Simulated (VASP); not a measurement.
# Bi2Te3 (R-3m) in VASP: single point with PBE+D3(BJ)

Aim: the single point of Bi2Te3 with PBE+D3(BJ).

Program: VASP 6.6.1. These are calculated values, not measurements. Logs are shortened: lines on timing, memory, paths and dates and some standing lists are left out, and cuts for length are marked.

**Experimental background.**

“Vacancy and Antisite-Induced Ferromagnetism in Liquid-Phase Exfoliated Bi2Te3”, 2024, arxiv:2412.10539 quotes, for a bulk crystal of Bi2Te3: band gap 0.17 eV.

The results are compared with them further down.

## (1) The cell of the first run

Symmetry: R-3m, No. 166, trigonal system. The conventional cell has a = 4.386 Å, b = 4.386 Å, c = 30.497 Å, α = 90.00°, β = 90.00°, γ = 120.00°. Within 4.0 Å of Bi (site symmetry 3m) lie 6 Te at 3.07 to 3.25 Å. Te (site symmetry -3m) has 6 Bi at 3.25 Å and 12 Te at 4.39 to 4.55 Å within 4.6 Å. Te (site symmetry 3m) has 3 Bi at 3.07 Å and 3 Te at 3.64 Å within 4.0 Å.

## (2) Single point, PBE+D3(BJ)

The input, INCAR:

```
ALGO = Normal ; EDIFF = 1E-7
ENCUT = 520 ; GGA = PE
ISIF = 2 ; ISMEAR = 0
IVDW = 12 ; LASPH = T
LCHARG = F ; LREAL = F
LWAVE = F ; NBANDS = 32
NELM = 80 ; PREC = Accurate
SIGMA = 0.1
```

The input, KPOINTS:

```
k-points
0
Gamma
  6 6 6
```

The input, POSCAR:

```
Bi2Te3
1.0
    2.1930000000      1.2661291403     10.1656666667
   -2.1930000000      1.2661291403     10.1656666667
    0.0000000000     -2.5322582807     10.1656666667
Bi Te
2 3
Direct
    0.4000000000      0.4000000000      0.4000000000
    0.6000000000      0.6000000000      0.6000000000
    0.0000000000      0.0000000000      0.0000000000
    0.2095000000      0.2095000000      0.2095000000
    0.7905000000      0.7905000000      0.7905000000
```

Potentials or basis: VASP PAW PBE potentials, release 64 (Bi_d, Te).

Started as:

```bash
> cat potpaw_PBE.64/Bi_d/POTCAR potpaw_PBE.64/Te/POTCAR > POTCAR
> mpirun -np 1 vasp_std > vasp.out
```

OUTCAR:

```text
EDIFF = 1E-7
   ENCUT = 520
   GGA = PE
   ISIF = 2
   ISMEAR = 0
   IVDW = 12
   LASPH = T
   LREAL = F
   NELM = 80
   PREC = Accurate
 IVDW          = 12

 ion  position               nearest neighbor table
   1  0.400  0.400  0.400-   5 3.07   5 3.07   5 3.07   3 3.25   3 3.25   3 3.25
   2  0.600  0.600  0.600-   4 3.07   4 3.07   4 3.07   3 3.25   3 3.25   3 3.25
   3  0.000  0.000  0.000-   2 3.25   1 3.25   2 3.25   2 3.25   1 3.25   1 3.25
   4  0.209  0.209  0.209-   2 3.07   2 3.07   2 3.07   5 3.64   5 3.64   5 3.64
   5  0.791  0.791  0.791-   1 3.07   1 3.07   1 3.07   4 3.64   4 3.64   4 3.64

  LATTYP: Found a trigonal (rhomboedric) cell.
 ALAT       =    10.4763118882
 COS(alpha) =     0.9123624111

  Lattice vectors:

 A1 = (   2.1930000000,   1.2661291403,  10.1656666667)
 A2 = (  -2.1930000000,   1.2661291403,  10.1656666667)
 A3 = (   0.0000000000,  -2.5322582807,  10.1656666667)

Analysis of symmetry for initial positions (statically):
=====================================================================
 Subroutine PRICEL returns:
 Original cell was already a primitive cell.

 Routine SETGRP: Setting up the symmetry group for a
 trigonal (rhombohedral) supercell.

 Subroutine GETGRP returns: Found 12 space group operations
 (whereof 12 operations were pure point group operations)
 out of a pool of 12 trial point group operations.

The static configuration has the point symmetry D_3d.

Analysis of symmetry for dynamics (positions and initial velocities):
=====================================================================
 Subroutine PRICEL returns:
 Original cell was already a primitive cell.

 Routine SETGRP: Setting up the symmetry group for a
 trigonal (rhombohedral) supercell.

 Subroutine GETGRP returns: Found 12 space group operations
 (whereof 12 operations were pure point group operations)
 out of a pool of 12 trial point group operations.

The dynamic configuration has the point symmetry D_3d.

 Subroutine INISYM returns: Found 12 space group operations
 (whereof 12 operations are pure point group operations),
 and found     1 'primitive' translations

----------------------------------------------------------------------------------------

                                     Primitive cell

  volume of cell :     169.3572

  direct lattice vectors                    reciprocal lattice vectors
[... 95 lines left out ...]
   EDIFFG = 0.1E-05   stopping-criterion for IOM
   NSW    =      0    number of steps for IOM
   IBRION =     -1    ionic relax: 0-MD 1-quasi-New 2-CG
   NFREE  =      0    steps in history (QN), initial steepest desc. (CG)
   ISIF   =      2    stress and relaxation
   ISYM   =      2    0-nonsym 1-usesym 2-fastsym
   POTIM  = 0.5000    time-step for ionic-motion
   TEBEG  =    0.0;   TEEND  =   0.0 temperature during run
   PSTRESS=    0.0 pullay stress
   NELECT =      48.0000    total number of electrons
   NUPDOWN=      -1.0000    fix difference up-down
   EMIN   =  10.00;   EMAX   =-10.00  energy-range for DOS
   EFERMI =   0.00;   METHOD = LEGACY
   ISMEAR =     0;   SIGMA  =   0.10  broadening in eV -4-tet -1-fermi 0-gaus
   EFERMI_NEDOS =   21; number of points for ismear=-14 and -15
   IALGO  =     38    algorithm
   IMIX   =      4    mixing-type and parameters
     AMIX     =   0.40;   BMIX     =  1.00
     AMIX_MAG =   1.60;   BMIX_MAG =  1.00
  volume/ion in A,a.u.               =      33.87       228.58
  Fermi-wavevector in a.u.,A,eV,Ry     =   1.075360  2.032136 15.733774  1.156400
  Thomas-Fermi vector in A             =   2.211215
   LORBIT       =      0    0 simple, 1 ext, 2 COOP (PROOUT), +10 PAW based schemes
   GGA     = PE    functional components
   LHFCALC =     F    Hartree Fock is set to
   AEXX    =    0.0000 exact exchange contribution
   IVDW    =    12    specifies the selected vdW correction
   LEPSILON=     F    determine dielectric tensor
   LRPA    =     F    only Hartree local field effects (RPA)
 non-spin polarized calculation
 Gauss-broadening in eV      SIGMA  =   0.10
  energy-cutoff  :      520.00
  volume of cell :      169.36
 maximum number of plane-waves:      4580
 NGX is ok and might be reduce to    80
   NGX = 39   NGY = 39   NGZ = 39

 number of electron      48.0000004 magnetization

 Free energy of the ion-electron system (eV)
  ---------------------------------------------------
  ext. energy  EPLUGINS =         0.00000000
  ---------------------------------------------------
  free energy    TOTEN  =       -18.33541549 eV

  energy without entropy =      -18.33534291  energy(sigma->0) =      -18.33537920

 E-fermi :   6.3638     XC(G=0):  -9.3291

 val. band max:        6.2233068873   @ k =   0.0000   0.0000   0.0000
 cond. band min:       6.5043624790   @ k =   0.0000   0.0000   0.0000
 fundamental gap:      0.2810555917
 Fermi energy:         6.3638444275

 k-point     1 :       0.0000    0.0000    0.0000
  band No.  band energies     occupation
      1     -16.9962      2.00000
      2     -16.9962      2.00000
      3     -16.9948      2.00000
      4     -16.9948      2.00000
      5     -16.9873      2.00000
      6     -16.9859      2.00000
[... 829 lines left out ...]
     31      10.8995      0.00000
     32      11.5250      0.00000

 [... further k-points ...]

------------------------ aborting loop because EDIFF is reached ----------------------------------------

 Edisp (eV)   -2.23779

 E8    (eV) :    -1.0622

  FORCE on cell =-STRESS in cart. coord.  units (eV):
  Direction    XX          YY          ZZ          XY          YZ          ZX
  --------------------------------------------------------------------------------------
  -------------------------------------------------------------------------------------
  Total      -0.28107    -0.28107    -0.49036     0.00000     0.00000     0.00000
  in kB      -2.65901    -2.65901    -4.63895     0.00000     0.00000     0.00000
  external pressure =       -3.32 kB  Pullay stress =        0.00 kB

 VOLUME and BASIS-vectors are now :
 -----------------------------------------------------------------------------
  energy-cutoff  :      520.00
  volume of cell :      169.36
      direct lattice vectors                 reciprocal lattice vectors
     2.193000000  1.266129140 10.165666667     0.227998176  0.131634808  0.032790111
    -2.193000000  1.266129140 10.165666667    -0.227998176  0.131634808  0.032790111
     0.000000000 -2.532258281 10.165666667     0.000000000 -0.263269617  0.032790111

 POSITION                                       TOTAL-FORCE (eV/Angst)
 -----------------------------------------------------------------------------------
      0.00000     -0.00000     12.19880         0.000000     -0.000000      0.008187
      0.00000     -0.00000     18.29820         0.000000      0.000000     -0.008187
      0.00000      0.00000      0.00000         0.000000     -0.000000     -0.000000
      0.00000     -0.00000      6.38912         0.000000     -0.000000      0.025032
      0.00000     -0.00000     24.10788         0.000000      0.000000     -0.025032
 -----------------------------------------------------------------------------------
    total drift:                               -0.000000     -0.000000     -0.000000

  FREE ENERGIE OF THE ION-ELECTRON SYSTEM (eV)
  ---------------------------------------------------
  free  energy   TOTEN  =       -20.5732008776 eV

  energy  without entropy=      -20.5731282989  energy(sigma->0) =      -20.57316459
```

OSZICAR:

```text
N       E                     dE             d eps       ncg     rms          rms(c)
DAV:   1     0.430297623371E+03    0.43030E+03   -0.21553E+04  2048   0.144E+03
DAV:   2     0.270118709446E+02   -0.40329E+03   -0.38692E+03  2128   0.375E+02
DAV:   3    -0.167042292194E+02   -0.43716E+02   -0.41745E+02  2672   0.136E+02
DAV:   4    -0.185152360017E+02   -0.18110E+01   -0.18055E+01  2288   0.293E+01
DAV:   5    -0.186027642701E+02   -0.87528E-01   -0.87522E-01  3048   0.648E+00    0.764E+00
DAV:   6    -0.183236095592E+02    0.27915E+00   -0.35679E-01  2720   0.461E+00    0.558E+00
DAV:   7    -0.183339552379E+02   -0.10346E-01   -0.21805E-01  2616   0.203E+00    0.122E+00
DAV:   8    -0.183351858992E+02   -0.12307E-02   -0.29652E-02  2312   0.964E-01    0.588E-01
DAV:   9    -0.183350540698E+02    0.13183E-03   -0.24190E-03  2440   0.355E-01    0.350E-01
DAV:  10    -0.183353800986E+02   -0.32603E-03   -0.96703E-04  2208   0.150E-01    0.674E-02
DAV:  11    -0.183354069613E+02   -0.26863E-04   -0.50431E-05  2536   0.416E-02    0.334E-02
DAV:  12    -0.183354138298E+02   -0.68685E-05   -0.15415E-05  2568   0.186E-02    0.155E-02
DAV:  13    -0.183354154417E+02   -0.16119E-05   -0.35846E-06  1944   0.103E-02    0.234E-03
DAV:  14    -0.183354154851E+02   -0.43422E-07   -0.43831E-07  2296   0.417E-03
   1 F= -.20573201E+02 E0= -.20573165E+02  d E =-.725786E-04
```

It took 13 min on 1 thread of Intel Xeon Platinum 8259CL at 2.50GHz (Skylake/Cascade Lake), shared host; peak memory 0.94 GiB.

What came out:

```
Free energy                : -20.5732 eV
Pressure                   : -0.3 GPa
Largest force              : 0.025 eV/Å
Band gap on the k mesh     : 0.28 eV
Dispersion energy per atom : -0.448 eV
```

Forces in eV/Å, atoms in the order of the input:
```
Bi   0.000  0.000  0.008
Bi   0.000  0.000 -0.008
Te   0.000  0.000  0.000
Te   0.000  0.000  0.025
Te   0.000  0.000 -0.025
```

Stress tensor (GPa, compression positive):
```
-0.27  0.00  0.00
 0.00 -0.27  0.00
 0.00  0.00 -0.46
```

Caveat: spin-orbit coupling is left out, which moves the levels of the heavy elements.

## (3) Against experiment

Step 2. Measured gap of Bi2Te3: 0.17 eV (quoted in “Vacancy and Antisite-Induced Ferromagnetism in Liquid-Phase Exfoliated Bi2Te3”, 2024, arxiv:2412.10539). This calculation gives 0.28 eV (+0.11 eV). Spin-orbit coupling on Bi, Te is left out. The value is that of PBE+D3(BJ) on a finite k mesh, which can miss the band edges, without temperature or zero-point motion.
